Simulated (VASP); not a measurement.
# Si2Ni (Fm-3m) in VASP: notebook, part 2 of 2

VASP 6.6.1.

### Step 3. Single point, LDA, collinear spin, ferromagnetic start

The input, INCAR:

```
SYSTEM = Si2Ni
ALGO = Normal
EDIFF = 1E-6
ENCUT = 520
GGA = CA
ISIF = 2
ISMEAR = 0
ISPIN = 2
LASPH = .TRUE.
LCHARG = .FALSE.
LMAXMIX = 4
LORBIT = 11
LREAL = .FALSE.
LWAVE = .FALSE.
MAGMOM = 0 0 0.875
NBANDS = 20
NELM = 150
NUPDOWN = 0.875
PREC = Accurate
SIGMA = 0.15
```

The input, KPOINTS:

```
k-points
0
G
  14 14 14
  0 0 0
```

The input, POSCAR:

```
Si2Ni
1.0
    0.0000000000      2.6754800491      2.6754800491
    2.6754800491      0.0000000000      2.6754800491
    2.6754800491      2.6754800491      0.0000000000
Si Ni
2 1
Direct
    0.2500000000      0.2500000000      0.2500000000
    0.7500000000      0.7500000000      0.7500000000
    0.0000000000      0.0000000000      0.0000000000
```

Potentials or basis: VASP PAW LDA potentials, release 64 (Si, Ni).

Launch:

```
> cat potpaw_LDA.64/Si/POTCAR potpaw_LDA.64/Ni/POTCAR > POTCAR
> mpirun -np 1 vasp_std > vasp.out
```

OUTCAR:

```text
SYSTEM = Si2Ni
   EDIFF = 1E-6
   ENCUT = 520
   GGA = CA
   ISIF = 2
   ISMEAR = 0
   ISPIN = 2
   LASPH = .TRUE.
   LORBIT = 11
   LREAL = .FALSE.
   NELM = 150
   NUPDOWN = 0.875
   PREC = Accurate

 ion  position               nearest neighbor table
   1  0.250  0.250  0.250-   3 2.32   3 2.32   3 2.32   3 2.32   2 2.68   2 2.68   2 2.68   2 2.68
                             2 2.68   2 2.68
   2  0.750  0.750  0.750-   3 2.32   3 2.32   3 2.32   3 2.32   1 2.68   1 2.68   1 2.68   1 2.68
                             1 2.68   1 2.68
   3  0.000  0.000  0.000-   1 2.32   2 2.32   2 2.32   2 2.32   2 2.32   1 2.32   1 2.32   1 2.32

  LATTYP: Found a face centered cubic cell.
 ALAT       =     5.3509600982

  Lattice vectors:

 A1 = (   0.0000000000,   2.6754800491,   2.6754800491)
 A2 = (   2.6754800491,   0.0000000000,   2.6754800491)
 A3 = (   2.6754800491,   2.6754800491,   0.0000000000)

Analysis of symmetry for initial positions (statically):
=====================================================================
 Subroutine PRICEL returns:
 Original cell was already a primitive cell.

 Routine SETGRP: Setting up the symmetry group for a
 face centered cubic supercell.

 Subroutine GETGRP returns: Found 48 space group operations
 (whereof 48 operations were pure point group operations)
 out of a pool of 48 trial point group operations.

The static configuration has the point symmetry O_h .

Analysis of symmetry for dynamics (positions and initial velocities):
=====================================================================
 Subroutine PRICEL returns:
 Original cell was already a primitive cell.

 Routine SETGRP: Setting up the symmetry group for a
 face centered cubic supercell.

 Subroutine GETGRP returns: Found 48 space group operations
 (whereof 48 operations were pure point group operations)
 out of a pool of 48 trial point group operations.

The dynamic configuration has the point symmetry O_h .

Analysis of structural, dynamic, and magnetic symmetry:
[... 154 lines left out ...]
  ---------------------------------------------------
  ext. energy  EPLUGINS =         0.00000000
  ---------------------------------------------------
  free energy    TOTEN  =       -19.47914642 eV

  energy without entropy =      -19.46712159  energy(sigma->0) =      -19.47313401

 E-fermi :   9.5539     XC(G=0): -11.9006

 val. band max:       11.4823719757   @ k =  -0.2857   0.3571   0.0714
 cond. band min:       9.5612202383   @ k =   0.2857   0.1429   0.0000
 fundamental gap:     -1.9211517374
 Fermi energy:        11.4966295052

 spin component 1

 k-point     1 :       0.0000    0.0000    0.0000
  band No.  band energies     occupation
      1      -3.3933      1.00000
      2       5.2186      1.00000
      3       5.2186      1.00000
      4       5.2186      1.00000
      5       6.9548      1.00000
      6       6.9548      1.00000
[... 541 lines left out ...]
     19      24.0184      0.00000
     20      26.2835      0.00000

 [... further k-points ...]

 spin component 2

 k-point     1 :       0.0000    0.0000    0.0000
  band No.  band energies     occupation
      1      -3.1811      1.00000
      2       5.5229      1.00000
      3       5.5229      1.00000
      4       5.5229      1.00000
      5       7.2409      1.00000
      6       7.2409      1.00000
[... 541 lines left out ...]
     19      24.2080      0.00000
     20      26.5114      0.00000

 [... further k-points ...]
[... 5 lines left out ...]
  --------------------------------------------------------------------------------------
  -------------------------------------------------------------------------------------
  Total        0.8063509      0.8063509      0.8063509      0.0000000      0.0000000     -0.0000000
  in kB       33.7286950     33.7286950     33.7286950      0.0000000      0.0000000     -0.0000000
  external PRESSURE =      33.7286950 kB  Pullay stress =       0.0000000 kB

 VOLUME and BASIS-vectors are now :
 -----------------------------------------------------------------------------
  energy-cutoff  :      520.00
  volume of cell :       38.30
      direct lattice vectors                 reciprocal lattice vectors
     0.000000000  2.675480049  2.675480049    -0.186882350  0.186882350  0.186882350
     2.675480049  0.000000000  2.675480049     0.186882350 -0.186882350  0.186882350
     2.675480049  2.675480049  0.000000000     0.186882350  0.186882350 -0.186882350

 POSITION                                       TOTAL-FORCE (eV/Angst)
 -----------------------------------------------------------------------------------
      1.33774      1.33774      1.33774        -0.000000     -0.000000      0.000000
      4.01322      4.01322      4.01322         0.000000      0.000000     -0.000000
      0.00000      0.00000      0.00000         0.000000      0.000000     -0.000000
 -----------------------------------------------------------------------------------
    total drift:                               -0.000000     -0.000000      0.000000

  FREE ENERGIE OF THE ION-ELECTRON SYSTEM (eV)
  ---------------------------------------------------
  free  energy   TOTEN  =       -19.4791464213 eV

  energy  without entropy=      -19.4671215926  energy(sigma->0) =      -19.47313401

 total charge

# of ion       s       p       d       tot
------------------------------------------
    1        0.760   0.863   0.000   1.623
    2        0.760   0.863   0.000   1.623
    3        0.582   0.815   8.504   9.901
--------------------------------------------------
tot          2.103   2.541   8.504  13.148

 magnetization (x)

# of ion       s       p       d       tot
------------------------------------------
    1        0.057   0.055   0.000   0.112
    2        0.057   0.055   0.000   0.112
    3        0.006   0.064   0.328   0.398
--------------------------------------------------
tot          0.120   0.175   0.328   0.623
```

stdout:

```text
POSCAR found type information on POSCAR SiNi
 POSCAR found :  2 types and       3 ions
 scaLAPACK will be used
 LDA part: xc-table for (Slater(with rela. corr.)+CA(PZ))
 , standard interpolation
 POSCAR, INCAR and KPOINTS ok, starting setup
 FFT: planning ... GRIDC
 FFT: planning ... GRID_SOFT
 FFT: planning ... GRID
 WAVECAR not read
 entering main loop
```

Wall time 57 s (1 thread of Intel Xeon 6975P-C (Granite Rapids), shared host); peak memory 0.23 GiB.

Results:

```yaml
Free_energy: -19.4791 eV
Pressure: 3.4 GPa
Net_moment: 0.87 μB per cell
Site_moments: Si +0.11; Ni +0.40 μB
Valence_electrons_inside_the_program's_atomic_spheres: Si 1.62; Ni 9.90
```

Caveat: the total moment is fixed, so each spin has its own Fermi level.

### Step 4. Single point, LDA, collinear spin, ferromagnetic start

The input, INCAR:

```
PREC = Accurate ; ENCUT = 520
EDIFF = 1E-6 ; ISMEAR = 0
SIGMA = 0.15 ; LREAL = False
LASPH = True ; NELM = 150
ALGO = Normal ; ISIF = 2
LWAVE = False ; LCHARG = True
ISPIN = 2 ; MAGMOM = 0 0 0.375
LORBIT = 11 ; NUPDOWN = 0.375
LMAXMIX = 4 ; GGA = CA
LELF = True ; LVHAR = True
NBANDS = 20
```

The input, KPOINTS:

```
regular mesh
0
Gamma
  14 14 14
```

POSCAR is that of step 3.

Potentials or basis: VASP PAW LDA potentials, release 64 (Si, Ni).

Launch:

```
> cat potpaw_LDA.64/Si/POTCAR potpaw_LDA.64/Ni/POTCAR > POTCAR
> mpirun -np 1 vasp_std > vasp.out
```

OUTCAR:

```text
PREC = Accurate
   ENCUT = 520
   EDIFF = 1E-6
   ISMEAR = 0
   LREAL = False
   LASPH = True
   NELM = 150
   ISIF = 2
   ISPIN = 2
   LORBIT = 11
   NUPDOWN = 0.375
   GGA = CA

 ion  position               nearest neighbor table
   1  0.250  0.250  0.250-   3 2.32   3 2.32   3 2.32   3 2.32   2 2.68   2 2.68   2 2.68   2 2.68
                             2 2.68   2 2.68
   2  0.750  0.750  0.750-   3 2.32   3 2.32   3 2.32   3 2.32   1 2.68   1 2.68   1 2.68   1 2.68
                             1 2.68   1 2.68
   3  0.000  0.000  0.000-   1 2.32   2 2.32   2 2.32   2 2.32   2 2.32   1 2.32   1 2.32   1 2.32

[... 1330 lines left out ...]
  energy-cutoff  :      520.00
  volume of cell :       38.30
      direct lattice vectors                 reciprocal lattice vectors
     0.000000000  2.675480049  2.675480049    -0.186882350  0.186882350  0.186882350
     2.675480049  0.000000000  2.675480049     0.186882350 -0.186882350  0.186882350
     2.675480049  2.675480049  0.000000000     0.186882350  0.186882350 -0.186882350

 POSITION                                       TOTAL-FORCE (eV/Angst)
 -----------------------------------------------------------------------------------
      1.33774      1.33774      1.33774        -0.000000     -0.000000     -0.000000
      4.01322      4.01322      4.01322         0.000000      0.000000      0.000000
      0.00000      0.00000      0.00000        -0.000000     -0.000000      0.000000
 -----------------------------------------------------------------------------------
    total drift:                               -0.000000     -0.000000      0.000000

  FREE ENERGIE OF THE ION-ELECTRON SYSTEM (eV)
  ---------------------------------------------------
  free  energy   TOTEN  =       -19.8333292923 eV

  energy  without entropy=      -19.8247854966  energy(sigma->0) =      -19.82905739

 total charge

# of ion       s       p       d       tot
------------------------------------------
    1        0.745   0.871   0.000   1.616
    2        0.745   0.871   0.000   1.616
    3        0.581   0.841   8.490   9.912
--------------------------------------------------
tot          2.072   2.583   8.490  13.145

 magnetization (x)

# of ion       s       p       d       tot
------------------------------------------
    1        0.031   0.018   0.000   0.050
    2        0.031   0.018   0.000   0.050
    3        0.002   0.021   0.164   0.186
--------------------------------------------------
tot          0.064   0.057   0.164   0.285
```

OSZICAR:

```text
N       E                     dE             d eps       ncg     rms          rms(c)
DAV:   1     0.725892682355E+02    0.72589E+02   -0.71366E+03  8416   0.898E+02
DAV:   2    -0.166276254053E+02   -0.89217E+02   -0.80019E+02  8736   0.202E+02
DAV:   3    -0.217550264654E+02   -0.51274E+01   -0.49969E+01 10060   0.503E+01
DAV:   4    -0.218384873121E+02   -0.83461E-01   -0.83283E-01  9764   0.578E+00
DAV:   5    -0.218403299351E+02   -0.18426E-02   -0.18424E-02 10004   0.937E-01    0.164E+01
DAV:   6    -0.255910071069E+02   -0.37507E+01   -0.27712E+01  9400   0.114E+02    0.224E+01
DAV:   7    -0.199479992440E+02    0.56430E+01   -0.83711E+00 10548   0.719E+01    0.326E+00
DAV:   8    -0.198868436853E+02    0.61156E-01   -0.85215E-01 11316   0.129E+01    0.260E+00
DAV:   9    -0.198338338654E+02    0.53010E-01   -0.17331E-01 10504   0.680E+00    0.508E-01
DAV:  10    -0.198335314796E+02    0.30239E-03   -0.57832E-03 11452   0.856E-01    0.281E-01
DAV:  11    -0.198333703705E+02    0.16111E-03   -0.42890E-04 11592   0.262E-01    0.120E-01
DAV:  12    -0.198333318531E+02    0.38517E-04   -0.61628E-05 11704   0.119E-01    0.286E-02
DAV:  13    -0.198333301042E+02    0.17489E-05   -0.37863E-06 10000   0.255E-02    0.134E-02
DAV:  14    -0.198333292923E+02    0.81189E-06   -0.10282E-06  5816   0.224E-02
   1 F= -.19833329E+02 E0= -.19829057E+02  d E =-.854380E-02  mag=     0.3750
```

stdout:

```text
POSCAR found type information on POSCAR SiNi
 POSCAR found :  2 types and       3 ions
 scaLAPACK will be used
 LDA part: xc-table for (Slater(with rela. corr.)+CA(PZ))
 , standard interpolation
 POSCAR, INCAR and KPOINTS ok, starting setup
 FFT: planning ... GRIDC
 FFT: planning ... GRID_SOFT
 FFT: planning ... GRID
 WAVECAR not read
 entering main loop
```

It took 59 s on 1 thread of Intel Xeon 6975P-C (Granite Rapids), shared host; peak memory 0.23 GiB.

Results:

- Free energy: -19.8333 eV
- Pressure: 0.6 GPa
- Net moment: 0.38 μB per cell
- Site moments: Si +0.05; Ni +0.19 μB
- Valence electrons inside the program's atomic spheres: Si 1.62; Ni 9.91

Caveat: the total moment is fixed, so each spin has its own Fermi level.

### Step 5. Single point, LDA, collinear spin, ferromagnetic start

This run uses another cell than the first one, of 13.53 Å³/atom, 1.060 times its volume.

The input, INCAR:

```
SYSTEM = Si2Ni
PREC     = Accurate       ! precision mode
ENCUT    = 520            ! plane-wave cutoff, eV
EDIFF    = 1E-7           ! SCF threshold, eV
ISMEAR   = 0              ! smearing method
SIGMA    = 0.15           ! smearing width, eV
LREAL    = .False.        ! projectors in reciprocal space
LASPH    = .True.         ! aspherical terms in the spheres
NELM     = 150            ! most SCF steps
ALGO     = Normal         ! electronic algorithm
ISIF     = 2              ! what is computed and relaxed
LWAVE    = .False.        ! write WAVECAR
LCHARG   = .False.        ! write CHGCAR
ISPIN    = 2              ! spin polarisation
MAGMOM   = 0 0 1          ! initial moments
LORBIT   = 11             ! projections on sites
NUPDOWN  = 1.0            ! fixed moment
LMAXMIX  = 4              ! l up to which the mixer works
GGA      = CA             ! functional
NBANDS   = 20             ! bands
```

The input, KPOINTS:

```
regular mesh
0
Gamma
  14 14 14
  0 0 0
```

The input, POSCAR:

```
Si2Ni
1.0
    0.0000000000      2.7279671969      2.7279671969
    2.7279671969      0.0000000000      2.7279671969
    2.7279671969      2.7279671969      0.0000000000
Si Ni
2 1
Direct
    0.2500000000      0.2500000000      0.2500000000
    0.7500000000      0.7500000000      0.7500000000
    0.0000000000      0.0000000000      0.0000000000
```

Launch:

```
> cat potpaw_LDA.64/Si/POTCAR potpaw_LDA.64/Ni/POTCAR > POTCAR
> mpirun -np 1 vasp_std > vasp.out
```

Run time: 87 s. Hardware: 1 thread of Intel Xeon 6975P-C (Granite Rapids), shared host; peak memory 0.24 GiB.

Results (log left out):

| Item | Value |
| --- | --- |
| Free energy | -19.3443 eV |
| Pressure | -4.9 GPa |
| Net moment | 1.00 μB per cell |
| Site moments | Si +0.13; Ni +0.45 μB |
| Valence electrons inside the program's atomic spheres | Si 1.59; Ni 9.75 |

Caveat: the total moment is fixed, so each spin has its own Fermi level.

### Step 6. Single point, LDA, collinear spin, ferromagnetic start

The input, INCAR:

```
SYSTEM = Si2Ni
ALGO     = Normal         ! electronic algorithm
EDIFF    = 1E-6           ! SCF threshold, eV
ENCUT    = 520            ! plane-wave cutoff, eV
GGA      = CA             ! functional
ISIF     = 2              ! what is computed and relaxed
ISMEAR   = 0              ! smearing method
ISPIN    = 2              ! spin polarisation
LASPH    = .TRUE.         ! aspherical terms in the spheres
LCHARG   = .TRUE.         ! write CHGCAR
LELF     = .TRUE.         ! ELF
LMAXMIX  = 4              ! l up to which the mixer works
LORBIT   = 11             ! projections on sites
LREAL    = .FALSE.        ! projectors in reciprocal space
LVHAR    = .TRUE.       
LWAVE    = .FALSE.        ! write WAVECAR
MAGMOM   = 0 0 1          ! initial moments
NBANDS   = 20             ! bands
NELM     = 150            ! most SCF steps
NUPDOWN  = 1.0            ! fixed moment
PREC     = Accurate       ! precision mode
SIGMA    = 0.15           ! smearing width, eV
```

The input, KPOINTS:

```
k-points
0
G
  14 14 14
  0 0 0
```

The input, POSCAR:

```
Si2Ni
1.0
    0.0000000000      2.6754800491      2.6754800491
    2.6754800491      0.0000000000      2.6754800491
    2.6754800491      2.6754800491      0.0000000000
Si Ni
2 1
Direct
    0.2500000000      0.2500000000      0.2500000000
    0.7500000000      0.7500000000      0.7500000000
    0.0000000000      0.0000000000      0.0000000000
```

Potentials or basis: VASP PAW LDA potentials, release 64 (Si, Ni).

Launch:

```
> cat potpaw_LDA.64/Si/POTCAR potpaw_LDA.64/Ni/POTCAR > POTCAR
> mpirun -np 1 vasp_std > vasp.out
```

Wall time 2.2 min (1 thread of Intel Xeon Platinum 8375C at 2.90GHz (Ice Lake), shared host); peak memory 0.23 GiB.

Results (log left out):

```yaml
Free_energy: -19.3518 eV
Pressure: 4.2 GPa
Net_moment: 1.00 μB per cell
Site_moments: Si +0.13; Ni +0.45 μB
Valence_electrons_inside_the_program's_atomic_spheres: Si 1.62; Ni 9.90
```

Caveat: the total moment is fixed, so each spin has its own Fermi level.

### Step 7. The runs side by side

| fixed moment (μB) | cell | pressure (GPa) | moment (μB) |
| --- | --- | --- | --- |
| 0.125 | a = 3.784 Å, angles 60.0°, 3 atoms | 0.1 | 0.12 |
| 0.875 | a = 3.784 Å, angles 60.0°, 3 atoms | 3.4 | 0.87 |
| 0.375 | a = 3.784 Å, angles 60.0°, 3 atoms | 0.6 | 0.38 |
| 1.0 | a = 3.858 Å, angles 60.0°, 3 atoms | -4.9 | 1.00 |
| 1.0 | a = 3.784 Å, angles 60.0°, 3 atoms | 4.2 | 1.00 |

Alike in all rows: task single point; level LDA; potentials or basis VASP PAW LDA potentials, release 64 (Si, Ni); spin collinear, ferromagnetic start; k mesh 14 × 14 × 14; cutoff (eV) 520; smearing gaussian 0.15 eV.

Caveats: the total moment is fixed, so each spin has its own Fermi level.

Total energies depend on the potentials used, so only differences within one code and one set of settings carry meaning.
